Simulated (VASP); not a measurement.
A run of VASP 6.6.1:

INCAR

```
SYSTEM = Si4Ni2Cl
PREC = Accurate
ENCUT = 520
EDIFF = 1E-6
ISMEAR = 0
SIGMA = 0.1
LREAL = .False.
LASPH = .True.
NELM = 60
ALGO = Fast
ISIF = 2
LWAVE = .False.
LCHARG = .False.
LDIPOL = .True.
IDIPOL = 3
DIPOL = 0.5 0.5 0.322
GGA = PE
IVDW = 12
NBANDS = 30
```

The input KPOINTS:

```
Automatic mesh
0
Gamma
  9 9 1
  0 0 0
```

File POSCAR:

```
Si4Ni2Cl
1.0
    3.8050033461      0.0000000000      0.0000000000
   -1.9025016731      3.2952295592      0.0000000000
    0.0000000000      0.0000000000     21.9577178808
Si Ni Cl
4 2 1
Direct
    0.0000000000      0.0000000000      0.1821682937
    0.3333333333      0.6666666667      0.2529127180
    0.6666666667      0.3333333333      0.3239192411
    0.0000000000      0.0000000000      0.3897362161
    0.6666666667      0.3333333333      0.2175405058
    0.3333333333      0.6666666667      0.3579573807
    0.0000000000      0.0000000000      0.5309166437
```

Potentials or basis: VASP PAW PBE potentials, release 64 (Si, Ni, Cl).

Launch:

```console
$ cat potpaw_PBE.64/Si/POTCAR potpaw_PBE.64/Ni/POTCAR potpaw_PBE.64/Cl/POTCAR > POTCAR
$ mpirun -np 1 vasp_std > vasp.out
```

Hardware: 1 thread of Oxide Virtual Turin-like Processor (shared host).

Q: How long does it take, and how much memory?

A: Run time: 4.8 min on 1 thread of Oxide Virtual Turin-like Processor, with other jobs on the host, peak memory 0.35 GiB. Counts: scf iterations 32, k points 12.
